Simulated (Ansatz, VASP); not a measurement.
# SrTiO3 in VASP and in Ansatz

```
Sr Ti O
1.0
     3.89112    0.00000    0.00000
     0.00000    3.89112    0.00000
     0.00000    0.00000    3.89112
Sr Ti O
1 1 3
Direct
  0.00000 0.96820 0.96820
  0.50000 0.50000 0.50000
  0.00000 0.50000 0.50000
  0.50000 0.00000 0.50000
  0.50000 0.50000 0.00000
```

Change from the starting cell: all Sr atoms moved +0.175 Å, as atom 1 towards its neighbour atom 3 (O) at 2.751 Å.

Alike in both runs: task single point; functional PBEsol; k mesh 8 × 8 × 8; occupations gaussian, width 0.05 eV; no spin polarisation.

|  | VASP | Ansatz |
| --- | --- | --- |
| version | VASP 6.6.1 | Ansatz 0.2.0 |
| potentials or method | VASP PAW PBE potentials, release 64 (Sr_sv, Ti_sv, O), cutoff 520 eV | scalar-relativistic, plane waves, PAW |
| valence electrons in the cell | 40 | 40 |

VASP gave:

- gap on the k mesh at the Fermi level (eV): 1.81
- least direct gap on the mesh (eV): 2.15
- pressure (GPa): 1.5
- traceless stress, the component that is largest in VASP (GPa): 0.86
- rms of the force components (eV/Å): 0.236

Task: What did Ansatz give for the same quantities?

Result: gap on the k mesh at the Fermi level (eV): 1.84; least direct gap on the mesh (eV): 2.17; pressure (GPa): 0.8; traceless stress, the component that is largest in VASP (GPa): 0.84; rms of the force components (eV/Å): 0.229.

VASP's potentials were made for PBE, not for PBEsol. Atom by atom the forces differ by 0.010 eV/Å (rms over components).
